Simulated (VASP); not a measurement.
# NaI (Fm-3m) in VASP: single point with PBEsol

Aim: the single point of NaI with PBEsol.

Everything below comes from runs of VASP 6.6.1. Logs are shortened: lines on timing, memory, paths and dates and some standing lists are left out, and cuts for length are marked.

### 1 The cell of the first run

The structure is cubic, space group Fm-3m (No. 225). Conventional cell: a = 6.400 Å, b = 6.400 Å, c = 6.400 Å, α = 90.00°, β = 90.00°, γ = 90.00°. Na (site symmetry m-3m) has 6 I at 3.20 Å within 4.2 Å. I (site symmetry m-3m) has 6 Na at 3.20 Å within 4.2 Å.

### 2 Single point, PBEsol, non-collinear spin, zero start, spin-orbit coupling

INCAR

```
PREC = Accurate
ENCUT = 520
EDIFF = 1E-7
ISMEAR = 0
SIGMA = 0.01
LREAL = False
LASPH = True
NELM = 150
ALGO = Normal
ISIF = 2
LWAVE = False
LCHARG = False
MAGMOM = 0 0 0 0 0 0
LORBIT = 11
LSORBIT = True
GGA_COMPAT = False
LORBMOM = True
GGA = PS
NBANDS = 26
```

KPOINTS

```
regular mesh
0
Gamma
  6 6 6
```

POSCAR

```
NaI
1.0
    3.2002496941      3.2002496941      0.0000000000
   -3.2002496941      3.2002496941      0.0000000000
    0.0000000000      3.2002496941      3.2002496941
Na I
1 1
Direct
    0.0000000000      0.0000000000      0.0000000000
    0.5000000000      0.5000000000      0.0000000000
```

Potentials or basis: VASP PAW PBE potentials, release 64 (Na_pv, I).

Command:

```sh
$ cat potpaw_PBE.64/Na_pv/POTCAR potpaw_PBE.64/I/POTCAR > POTCAR
$ mpirun -np 1 vasp_ncl > vasp.out
```

OUTCAR:

```text
PREC = Accurate
   ENCUT = 520
   EDIFF = 1E-7
   ISMEAR = 0
   LREAL = False
   LASPH = True
   NELM = 150
   ISIF = 2
   LORBIT = 11
   LSORBIT = True
   GGA = PS

 ion  position               nearest neighbor table
   1  0.000  0.000  0.000-
   2  0.500  0.500  0.000-

  LATTYP: Found a face centered cubic cell.
 ALAT       =     6.4004993882

  Lattice vectors:

 A1 = (   0.0000000000,   3.2002496941,   3.2002496941)
 A2 = (   3.2002496941,   0.0000000000,   3.2002496941)
 A3 = (   3.2002496941,   3.2002496941,   0.0000000000)

Analysis of symmetry for initial positions (statically):
=====================================================================
 Subroutine PRICEL returns:
 Original cell was already a primitive cell.

 Routine SETGRP: Setting up the symmetry group for a
 face centered cubic supercell.

 Subroutine GETGRP returns: Found 48 space group operations
 (whereof 48 operations were pure point group operations)
 out of a pool of 48 trial point group operations.

The static configuration has the point symmetry O_h .

Analysis of symmetry for dynamics (positions and initial velocities):
=====================================================================
 Subroutine PRICEL returns:
 Original cell was already a primitive cell.

 Routine SETGRP: Setting up the symmetry group for a
 face centered cubic supercell.

 Subroutine GETGRP returns: Found 48 space group operations
 (whereof 48 operations were pure point group operations)
 out of a pool of 48 trial point group operations.

The dynamic configuration has the point symmetry O_h .

Analysis of structural, dynamic, and magnetic symmetry:
=====================================================================
 Subroutine PRICEL returns:
 Original cell was already a primitive cell.

 Routine SETGRP: Setting up the symmetry group for a
 face centered cubic supercell.

 Subroutine GETGRP returns: Found 48 space group operations
 (whereof 48 operations were pure point group operations)
 out of a pool of 48 trial point group operations.

The overall configuration has the point symmetry O_h .

 Subroutine INISYM returns: Found 48 space group operations
 (whereof 48 operations are pure point group operations),
 and found     1 'primitive' translations

----------------------------------------------------------------------------------------

                                     Primitive cell

  volume of cell :      65.5513

  direct lattice vectors                    reciprocal lattice vectors
     3.200249694  3.200249694  0.000000000     0.156237809  0.156237809 -0.156237809
    -3.200249694  3.200249694  0.000000000    -0.156237809  0.156237809 -0.156237809
     0.000000000  3.200249694  3.200249694     0.000000000  0.000000000  0.312475618

  length of vectors
     4.525836520  4.525836520  4.525836520     0.270611823  0.270611823  0.312475618

  position of ions in fractional coordinates (direct lattice)
     0.000000000  0.000000000  0.000000000
     0.500000000  0.500000000  0.000000000

  ion indices of the primitive-cell ions
   primitive index   ion index
                 1           1
                 2           2

----------------------------------------------------------------------------------------

 KPOINTS: regular mesh

Automatic generation of k-mesh.
 Grid dimensions read from file:
 generate k-points for:    6    6    6

 Generating k-lattice:

  Cartesian coordinates                     Fractional coordinates (reciprocal lattice)
     0.026039635  0.026039635 -0.026039635     0.166666667  0.000000000  0.000000000
    -0.026039635  0.026039635 -0.026039635     0.000000000  0.166666667  0.000000000
     0.000000000  0.000000000  0.052079270     0.000000000  0.000000000  0.166666667

  Length of vectors
[... 85 lines left out ...]

 number of electron      13.9999999 magnetization       0.0000000      0.0000000     -0.0000000

 number of electron      13.9999999 magnetization      -0.0000000     -0.0000000      0.0000000

 Free energy of the ion-electron system (eV)
  ---------------------------------------------------
  ext. energy  EPLUGINS =         0.00000000
  ---------------------------------------------------
  free energy    TOTEN  =        -5.79381745 eV

  energy without entropy =       -5.79381745  energy(sigma->0) =       -5.79381745

 E-fermi :   1.3851     XC(G=0):  -7.9850

 val. band max:        1.2933249667   @ k =   0.0000   0.0000   0.0000
 cond. band min:       4.5471183016   @ k =   0.0000   0.0000   0.0000
 fundamental gap:      3.2537933349
 Fermi energy:         1.3850927038

 k-point     1 :       0.0000    0.0000    0.0000
  band No.  band energies     occupation
      1     -21.3697      1.00000
      2     -21.3697      1.00000
      3     -21.1918      1.00000
      4     -21.1918      1.00000
      5     -21.1918      1.00000
      6     -21.1918      1.00000
[... 453 lines left out ...]
     25      13.4914      0.00000
     26      13.4922      0.00000

------------------------ aborting loop because EDIFF is reached ----------------------------------------

  FORCE on cell =-STRESS in cart. coord.  units (eV):
  Direction    XX          YY          ZZ          XY          YZ          ZX
  --------------------------------------------------------------------------------------
  -------------------------------------------------------------------------------------
  Total        0.0386176      0.0386176      0.0386176     -0.0000000     -0.0000000      0.0000000
  in kB        0.9438739      0.9438739      0.9438739     -0.0000000     -0.0000000      0.0000000
  external PRESSURE =       0.9438739 kB  Pullay stress =       0.0000000 kB

 VOLUME and BASIS-vectors are now :
 -----------------------------------------------------------------------------
  energy-cutoff  :      520.00
  volume of cell :       65.55
      direct lattice vectors                 reciprocal lattice vectors
     3.200249694  3.200249694  0.000000000     0.156237809  0.156237809 -0.156237809
    -3.200249694  3.200249694  0.000000000    -0.156237809  0.156237809 -0.156237809
     0.000000000  3.200249694  3.200249694     0.000000000  0.000000000  0.312475618

 POSITION                                       TOTAL-FORCE (eV/Angst)
 -----------------------------------------------------------------------------------
      0.00000      0.00000      0.00000         0.000000     -0.000000      0.000000
      0.00000      3.20025      0.00000        -0.000000      0.000000      0.000000
 -----------------------------------------------------------------------------------
    total drift:                               -0.000000      0.000000     -0.000000

  FREE ENERGIE OF THE ION-ELECTRON SYSTEM (eV)
  ---------------------------------------------------
  free  energy   TOTEN  =        -5.7938174522 eV

  energy  without entropy=       -5.7938174522  energy(sigma->0) =       -5.79381745

 orbital moment (x)

 # of ion     p       d       tot
 ----------------------------------------
  1        -0.000   0.000  -0.000
  2         0.000   0.000   0.000
 ----------------------------------------
           -0.000   0.000   0.000

 orbital moment (y)

 # of ion     p       d       tot
 ----------------------------------------
  1         0.000   0.000   0.000
  2         0.000  -0.000  -0.000
 ----------------------------------------
            0.000  -0.000  -0.000

 orbital moment (z)

 # of ion     p       d       tot
 ----------------------------------------
  1         0.000   0.000   0.000
  2         0.000   0.000   0.000
 ----------------------------------------
            0.000   0.000   0.000

 Spin-Orbit-Coupling matrix elements

 Ion:    1  E_soc:     -0.0007894
 l=   1
     0.0000000    -0.0001316    -0.0001316
    -0.0001316     0.0000000    -0.0001316
    -0.0001316    -0.0001316     0.0000000
 l=   2
     0.0000000     0.0000000     0.0000000     0.0000000     0.0000000
     0.0000000     0.0000000     0.0000000     0.0000000     0.0000000
     0.0000000     0.0000000     0.0000000     0.0000000     0.0000000
     0.0000000     0.0000000     0.0000000     0.0000000     0.0000000
     0.0000000     0.0000000     0.0000000     0.0000000     0.0000000
 l=   3
     0.0000000     0.0000000     0.0000000     0.0000000     0.0000000     0.0000000     0.0000000
     0.0000000     0.0000000     0.0000000     0.0000000     0.0000000     0.0000000     0.0000000
     0.0000000     0.0000000     0.0000000     0.0000000     0.0000000     0.0000000     0.0000000
     0.0000000     0.0000000     0.0000000     0.0000000     0.0000000     0.0000000     0.0000000
     0.0000000     0.0000000     0.0000000     0.0000000     0.0000000     0.0000000     0.0000000
     0.0000000     0.0000000     0.0000000     0.0000000     0.0000000     0.0000000     0.0000000
     0.0000000     0.0000000     0.0000000     0.0000000     0.0000000     0.0000000     0.0000000

 Ion:    2  E_soc:     -0.2500056
 l=   1
     0.0000000    -0.0416552    -0.0416552
    -0.0416552     0.0000000    -0.0416552
    -0.0416552    -0.0416552     0.0000000
 l=   2
     0.0000000    -0.0000026     0.0000000    -0.0000026    -0.0000098
    -0.0000026     0.0000000    -0.0000074    -0.0000026    -0.0000025
     0.0000000    -0.0000074     0.0000000    -0.0000074     0.0000000
    -0.0000026    -0.0000026    -0.0000074     0.0000000    -0.0000025
    -0.0000098    -0.0000025     0.0000000    -0.0000025     0.0000000
 l=   3
     0.0000000     0.0000000     0.0000000     0.0000000     0.0000000     0.0000000     0.0000000
     0.0000000     0.0000000     0.0000000     0.0000000     0.0000000     0.0000000     0.0000000
     0.0000000     0.0000000     0.0000000     0.0000000     0.0000000     0.0000000     0.0000000
     0.0000000     0.0000000     0.0000000     0.0000000     0.0000000     0.0000000     0.0000000
     0.0000000     0.0000000     0.0000000     0.0000000     0.0000000     0.0000000     0.0000000
     0.0000000     0.0000000     0.0000000     0.0000000     0.0000000     0.0000000     0.0000000
     0.0000000     0.0000000     0.0000000     0.0000000     0.0000000     0.0000000     0.0000000

 total charge

# of ion       s       p       d       tot
------------------------------------------
    1        0.045   5.977   0.000   6.021
    2        1.493   2.842   0.003   4.339
--------------------------------------------------
tot          1.538   8.819   0.003  10.360

 magnetization (x)

# of ion       s       p       d       tot
------------------------------------------
    1        0.000   0.000   0.000   0.000
    2        0.000   0.000   0.000   0.000
--------------------------------------------------
tot          0.000   0.000   0.000   0.000

 magnetization (y)

# of ion       s       p       d       tot
------------------------------------------
    1       -0.000   0.000   0.000  -0.000
    2        0.000   0.000  -0.000  -0.000
--------------------------------------------------
tot         -0.000   0.000  -0.000  -0.000

 magnetization (z)

# of ion       s       p       d       tot
------------------------------------------
    1       -0.000   0.000   0.000  -0.000
    2        0.000  -0.000   0.000  -0.000
--------------------------------------------------
tot         -0.000  -0.000   0.000  -0.000
```

It took 71 s on 1 thread of AMD EPYC 7R13 (Zen 3), shared host; peak memory 0.37 GiB.

Results:

| Property | Result |
| --- | --- |
| Free energy | -5.7938 eV |
| Pressure | 0.1 GPa |
| Net moment | 0.00 μB per cell |
| Valence electrons inside the program's atomic spheres | Na 6.02; I 4.34 |

Moments on the atoms (μB; x, y, z):
```
Na  0.00 0.00 0.00
I   0.00 0.00 0.00
```

Caveat: the PAW data sets were made with another functional, which shifts forces and pressure a little.
